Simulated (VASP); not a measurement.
# BP (F-43m) in VASP: a series of runs

The runs below take BP through single point, with PBE.

Program: VASP 6.6.1. These are calculated values, not measurements. Logs are shortened: lines on timing, memory, paths and dates and some standing lists are left out, and cuts for length are marked.

### Step 1. The cell of the first run

The structure is cubic, space group F-43m (No. 216). Conventional cell: a = 4.359 Å, b = 4.359 Å, c = 4.359 Å, α = 90.00°, β = 90.00°, γ = 90.00°. Within 2.5 Å of B (site symmetry -43m) lie 4 P at 1.89 Å. Within 2.5 Å of P (site symmetry -43m) lie 4 B at 1.89 Å.

### Step 2. Single point, PBE (volume scaled by 0.88)

The input, INCAR:

```
SYSTEM = BP
ALGO = Normal
EDIFF = 1E-6
ENCUT = 520
GGA = PE
ISIF = 2
ISMEAR = 0
LASPH = .TRUE.
LCHARG = .TRUE.
LELF = .TRUE.
LREAL = .FALSE.
LVHAR = .TRUE.
LWAVE = .FALSE.
NBANDS = 11
NELM = 80
PREC = Accurate
SIGMA = 0.02
```

The input, KPOINTS:

```
k-points
0
G
  10 10 10
  0 0 0
```

The input, POSCAR:

```
BP
1.0
    0.0000000000      2.1792834192      2.1792834192
    2.1792834192      0.0000000000      2.1792834192
    2.1792834192      2.1792834192      0.0000000000
B P
1 1
Direct
    0.0000000000      0.0000000000      0.0000000000
    0.2500000000      0.2500000000      0.2500000000
```

Potentials or basis: VASP PAW PBE potentials, release 64 (B, P).

Command:

```bash
cat potpaw_PBE.64/B/POTCAR potpaw_PBE.64/P/POTCAR > POTCAR
mpirun -np 1 vasp_std > vasp.out
```

OUTCAR:

```text
SYSTEM = BP
   EDIFF = 1E-6
   ENCUT = 520
   GGA = PE
   ISIF = 2
   ISMEAR = 0
   LASPH = .TRUE.
   LREAL = .FALSE.
   NELM = 80
   PREC = Accurate

 ion  position               nearest neighbor table
   1  0.000  0.000  0.000-   2 1.89   2 1.89   2 1.89   2 1.89
   2  0.250  0.250  0.250-   1 1.89   1 1.89   1 1.89   1 1.89

  LATTYP: Found a face centered cubic cell.
 ALAT       =     4.3585668384

  Lattice vectors:

 A1 = (   0.0000000000,   2.1792834192,   2.1792834192)
 A2 = (   2.1792834192,   0.0000000000,   2.1792834192)
 A3 = (   2.1792834192,   2.1792834192,   0.0000000000)

Analysis of symmetry for initial positions (statically):
=====================================================================
 Subroutine PRICEL returns:
 Original cell was already a primitive cell.

 Routine SETGRP: Setting up the symmetry group for a
 face centered cubic supercell.

 Subroutine GETGRP returns: Found 24 space group operations
 (whereof 24 operations were pure point group operations)
 out of a pool of 48 trial point group operations.

The static configuration has the point symmetry T_d .

Analysis of symmetry for dynamics (positions and initial velocities):
=====================================================================
 Subroutine PRICEL returns:
 Original cell was already a primitive cell.

 Routine SETGRP: Setting up the symmetry group for a
 face centered cubic supercell.

 Subroutine GETGRP returns: Found 24 space group operations
 (whereof 24 operations were pure point group operations)
 out of a pool of 48 trial point group operations.

The dynamic configuration has the point symmetry T_d .

 Subroutine INISYM returns: Found 24 space group operations
 (whereof 24 operations are pure point group operations),
 and found     1 'primitive' translations

----------------------------------------------------------------------------------------

                                     Primitive cell

  volume of cell :      20.7000

  direct lattice vectors                    reciprocal lattice vectors
     0.000000000  2.179283419  2.179283419    -0.229433214  0.229433214  0.229433214
     2.179283419  0.000000000  2.179283419     0.229433214 -0.229433214  0.229433214
     2.179283419  2.179283419  0.000000000     0.229433214  0.229433214 -0.229433214

  length of vectors
     3.081972168  3.081972168  3.081972168     0.397389984  0.397389984  0.397389984

  position of ions in fractional coordinates (direct lattice)
     0.000000000  0.000000000  0.000000000
     0.250000000  0.250000000  0.250000000

  ion indices of the primitive-cell ions
   primitive index   ion index
                 1           1
                 2           2

----------------------------------------------------------------------------------------

 KPOINTS: k-points

Automatic generation of k-mesh.
 Grid dimensions read from file:
 generate k-points for:   10   10   10

 Generating k-lattice:

  Cartesian coordinates                     Fractional coordinates (reciprocal lattice)
    -0.022943321  0.022943321  0.022943321     0.100000000  0.000000000  0.000000000
     0.022943321 -0.022943321  0.022943321     0.000000000  0.100000000  0.000000000
     0.022943321  0.022943321 -0.022943321     0.000000000  0.000000000  0.100000000

  Length of vectors
     0.039738998  0.039738998  0.039738998

  Shift w.r.t. Gamma in fractional coordinates (k-lattice)
     0.000000000  0.000000000  0.000000000

 Subroutine IBZKPT returns following result:
 ===========================================

 Found     47 irreducible k-points:

 Following reciprocal coordinates:
            Coordinates               Weight
  0.000000  0.000000  0.000000      1.000000
  0.100000  0.000000  0.000000      8.000000
  0.200000  0.000000  0.000000      8.000000
  0.300000  0.000000  0.000000      8.000000
  0.400000  0.000000  0.000000      8.000000
  0.500000  0.000000  0.000000      4.000000
[... 16 lines left out ...]
  0.300000  0.300000  0.000000      6.000000
  0.400000  0.300000  0.000000     24.000000
 [... further k-points ...]
   k-points           NKPTS =     47   k-points in BZ     NKDIM =     47   number of bands    NBANDS=     11
   number of dos      NEDOS =    301   number of ions     NIONS =      2
   total plane-waves  NPLWV =  13824
   dimension x,y,z NGX =    24 NGY =   24 NGZ =   24
   dimension x,y,z NGXF=    48 NGYF=   48 NGZF=   48
   ions per type =               1   1
   NGX,Y,Z   is equivalent  to a cutoff of  12.95, 12.95, 12.95 a.u.
   NGXF,Y,Z  is equivalent  to a cutoff of  25.89, 25.89, 25.89 a.u.
 SYSTEM =  BP
   PREC   = accura    normal or accurate (medium, high low for compatibility)
   ISTART =      0    job   : 0-new  1-cont  2-samecut
   ICHARG =      2    charge: 1-file 2-atom 10-const
   ISPIN  =      1    spin polarized calculation?
   LNONCOLLINEAR =      F non collinear calculations
   LSORBIT =      F    spin-orbit coupling
   LASPH  =      T    aspherical Exc in radial PAW
   ENCUT  =  520.0 eV  38.22 Ry    6.18 a.u.   5.73  5.73  5.73*2*pi/ulx,y,z
   NELM   =     80;   NELMIN=  2; NELMDL= -5     # of ELM steps
   EDIFF  = 0.1E-05   stopping-criterion for ELM
   LREAL  =      F    real-space projection
   EDIFFG = 0.1E-04   stopping-criterion for IOM
   NSW    =      0    number of steps for IOM
   IBRION =     -1    ionic relax: 0-MD 1-quasi-New 2-CG
   NFREE  =      0    steps in history (QN), initial steepest desc. (CG)
   ISIF   =      2    stress and relaxation
   ISYM   =      2    0-nonsym 1-usesym 2-fastsym
   POTIM  = 0.5000    time-step for ionic-motion
   TEBEG  =    0.0;   TEEND  =   0.0 temperature during run
   PSTRESS=    0.0 pullay stress
   NELECT =       8.0000    total number of electrons
   NUPDOWN=      -1.0000    fix difference up-down
   EMIN   =  10.00;   EMAX   =-10.00  energy-range for DOS
   EFERMI =   0.00;   METHOD = LEGACY
   ISMEAR =     0;   SIGMA  =   0.02  broadening in eV -4-tet -1-fermi 0-gaus
   EFERMI_NEDOS =   21; number of points for ismear=-14 and -15
   IALGO  =     38    algorithm
   IMIX   =      4    mixing-type and parameters
     AMIX     =   0.40;   BMIX     =  1.00
     AMIX_MAG =   1.60;   BMIX_MAG =  1.00
  volume/ion in A,a.u.               =      10.35        69.85
  Fermi-wavevector in a.u.,A,eV,Ry     =   1.192471  2.253443 19.347305  1.421987
  Thomas-Fermi vector in A             =   2.328508
   LORBIT       =      0    0 simple, 1 ext, 2 COOP (PROOUT), +10 PAW based schemes
   GGA     = PE    functional components
   LHFCALC =     F    Hartree Fock is set to
   AEXX    =    0.0000 exact exchange contribution
   IVDW    =     0    specifies the selected vdW correction
   LEPSILON=     F    determine dielectric tensor
   LRPA    =     F    only Hartree local field effects (RPA)
 non-spin polarized calculation
 Gauss-broadening in eV      SIGMA  =   0.02
  energy-cutoff  :      520.00
  volume of cell :       20.70
 maximum number of plane-waves:       568
   NGX = 11   NGY = 11   NGZ = 11

 number of electron       7.9999999 magnetization

 Free energy of the ion-electron system (eV)
  ---------------------------------------------------
  ext. energy  EPLUGINS =         0.00000000
  ---------------------------------------------------
  free energy    TOTEN  =       -12.72474161 eV

  energy without entropy =      -12.72474161  energy(sigma->0) =      -12.72474161

 E-fermi :   9.0194     XC(G=0): -11.4352

 val. band max:        8.9224940729   @ k =   0.0000   0.0000   0.0000
 cond. band min:       9.9908042804   @ k =   0.4000   0.4000   0.0000
 fundamental gap:      1.0683102076
 Fermi energy:         9.0193551722

 k-point     1 :       0.0000    0.0000    0.0000
  band No.  band energies     occupation
      1      -7.6561      2.00000
      2       8.9225      2.00000
      3       8.9225      2.00000
      4       8.9225      2.00000
      5      12.5358      0.00000
      6      12.5358      0.00000
      7      12.5358      0.00000
      8      18.2007      0.00000
      9      21.3302      0.00000
     10      21.4184      0.00000
     11      21.4184      0.00000

 k-point     2 :       0.1000    0.0000    0.0000
  band No.  band energies     occupation
      1      -7.4574      2.00000
      2       7.5298      2.00000
      3       8.5981      2.00000
      4       8.5981      2.00000
      5      12.9869      0.00000
      6      12.9869      0.00000
      7      13.0851      0.00000
      8      18.5795      0.00000
      9      20.6513      0.00000
     10      20.6513      0.00000
     11      21.9735      0.00000

 k-point     3 :       0.2000    0.0000    0.0000
  band No.  band energies     occupation
      1      -6.8675      2.00000
      2       5.0038      2.00000
      3       7.9907      2.00000
      4       7.9907      2.00000
      5      13.4861      0.00000
      6      13.7476      0.00000
      7      13.7476      0.00000
      8      19.3359      0.00000
      9      20.0033      0.00000
     10      20.0033      0.00000
     11      22.8998      0.00000

 k-point     4 :       0.3000    0.0000    0.0000
  band No.  band energies     occupation
      1      -5.9120      2.00000
      2       2.4309      2.00000
      3       7.4659      2.00000
      4       7.4659      2.00000
      5      13.5270      0.00000
      6      14.0014      0.00000
      7      14.0014      0.00000
      8      19.6954      0.00000
      9      20.7255      0.00000
     10      20.7255      0.00000
     11      23.3916      0.00000
[... 239 lines left out ...]
 k-point    22 :      -0.2000    0.2000    0.0000
  band No.  band energies     occupation
      1      -5.5894      2.00000
      2       3.3785      2.00000
      3       4.2747      2.00000
      4       7.5863      2.00000
      5      13.6805      0.00000
      6      14.5789      0.00000
      7      15.8649      0.00000
      8      18.1365      0.00000
      9      18.5321      0.00000
     10      23.4976      0.00000
     11      26.4207      0.00000

 k-point    23 :       0.3000    0.3000    0.0000
  band No.  band energies     occupation
      1      -5.3163      2.00000
      2       3.9765      2.00000
      3       5.3467      2.00000
      4       5.3467      2.00000
      5      10.3599      0.00000
      6      12.7501      0.00000
      7      18.5855      0.00000
      8      18.5855      0.00000
      9      23.6428      0.00000
     10      23.8828      0.00000
     11      27.1599      0.00000

 k-point    24 :       0.4000    0.3000    0.0000
  band No.  band energies     occupation
      1      -4.3907      2.00000
      2       2.5012      2.00000
      3       4.4166      2.00000
      4       5.0256      2.00000
      5      10.6368      0.00000
      6      12.5011      0.00000
      7      19.2016      0.00000
      8      19.3329      0.00000
      9      24.3971      0.00000
     10      24.9158      0.00000
     11      27.8496      0.00000

 [... further k-points ...]
[... 5 lines left out ...]
  --------------------------------------------------------------------------------------
  -------------------------------------------------------------------------------------
  Total        3.3564989      3.3564989      3.3564989      0.0000000      0.0000000      0.0000000
  in kB      259.7921047    259.7921047    259.7921047      0.0000000      0.0000000      0.0000000
  external PRESSURE =     259.7921047 kB  Pullay stress =       0.0000000 kB

 VOLUME and BASIS-vectors are now :
 -----------------------------------------------------------------------------
  energy-cutoff  :      520.00
  volume of cell :       20.70
      direct lattice vectors                 reciprocal lattice vectors
     0.000000000  2.179283419  2.179283419    -0.229433214  0.229433214  0.229433214
     2.179283419  0.000000000  2.179283419     0.229433214 -0.229433214  0.229433214
     2.179283419  2.179283419  0.000000000     0.229433214  0.229433214 -0.229433214

 POSITION                                       TOTAL-FORCE (eV/Angst)
 -----------------------------------------------------------------------------------
      0.00000      0.00000      0.00000         0.000000      0.000000     -0.000000
      1.08964      1.08964      1.08964        -0.000000      0.000000      0.000000
 -----------------------------------------------------------------------------------
    total drift:                                0.000000      0.000000      0.000000

  FREE ENERGIE OF THE ION-ELECTRON SYSTEM (eV)
  ---------------------------------------------------
  free  energy   TOTEN  =       -12.7247416071 eV

  energy  without entropy=      -12.7247416071  energy(sigma->0) =      -12.72474161
```

Run time: 5.4 s. Hardware: 1 thread of Intel Xeon Platinum 8375C at 2.90GHz (Ice Lake), shared host; peak memory 0.13 GiB.

Results:

| Item | Value |
| --- | --- |
| Free energy | -12.7247 eV |
| Pressure | 26.0 GPa |
| Band gap on the k mesh | 1.07 eV, indirect (least direct gap 3.61 eV) |

Levels at points of the mesh, in eV from the valence-band top:
```tsv
k point	band 1	band 2	band 3	band 4	band 5	band 6	band 7	band 8	band 9
(0.00, 0.00, 0.00)	-16.58	0.00	0.00	0.00	3.61	3.61	3.61	9.28	12.41
(0.50, 0.00, 0.00)	-12.77	-9.94	-1.90	-1.90	4.53	4.79	4.79	10.54	15.45
(0.50, 0.50, 0.00)	-11.07	-9.22	-4.56	-4.56	1.08	1.55	13.29	13.29	16.78
```

 A k mesh can miss the band edges.

(Continued in part 2 of 2.)
